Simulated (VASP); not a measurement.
Zr3S2: single point with PBEsol

The system is Zr3S2.

```xyz
5
Lattice="3.0186 1.7428 3.4878 -3.0186 1.7428 3.4878 0.0000 -3.4856 3.4878" Properties=species:S:1:pos:R:3 pbc="T T T"
Zr    1.0225    1.7710    5.2317
Zr    1.0225   -1.7710    5.2317
Zr   -2.0450    0.0000    5.2317
S     0.0000    0.0000    6.9583
S     0.0000    0.0000    3.5050
```

```yaml
Program: VASP 6.6.1
Task: single point
Functional: PBEsol
Potentials_or_basis: VASP PAW PBE potentials, release 64 (Zr_sv, S)
Cutoff: 520 eV
k_mesh: 5 × 5 × 5
Occupations: fermi-dirac, width 0.05 eV
Spin: no spin polarisation
```

The pressure is -12.0 GPa and the largest force is 0.334 eV/Å. The band gap on the k mesh is zero (band 24 reaches 8.02 eV, above the bottom of band 25 at 7.81 eV).

Forces in eV/Å, atoms in the order of the input:
```
Zr  -0.167 -0.289  0.000
Zr  -0.167  0.289  0.000
Zr   0.334  0.000  0.000
S    0.000  0.000  0.033
S    0.000  0.000 -0.033
```

Stress tensor (GPa, compression positive):
```
-12.79   0.00   0.00
  0.00 -12.79   0.00
  0.00   0.00 -10.38
```

Levels at points of the mesh, in eV from the Fermi level:
```tsv
k point	band 20	band 21	band 22	band 23	band 24	band 25	band 26	band 27	band 28	band 29
(0.00, 0.00, 0.00)	-4.07	-2.43	-1.71	0.11	0.11	0.65	0.65	2.00	2.50	2.50
```

Run time: 62 s on 1 thread of Intel(R) Xeon(R) Platinum 8488C (Sapphire Rapids), with other jobs on the host, peak memory 0.25 GiB.

Caveat: the PAW data sets were made with another functional, which shifts forces and pressure a little.
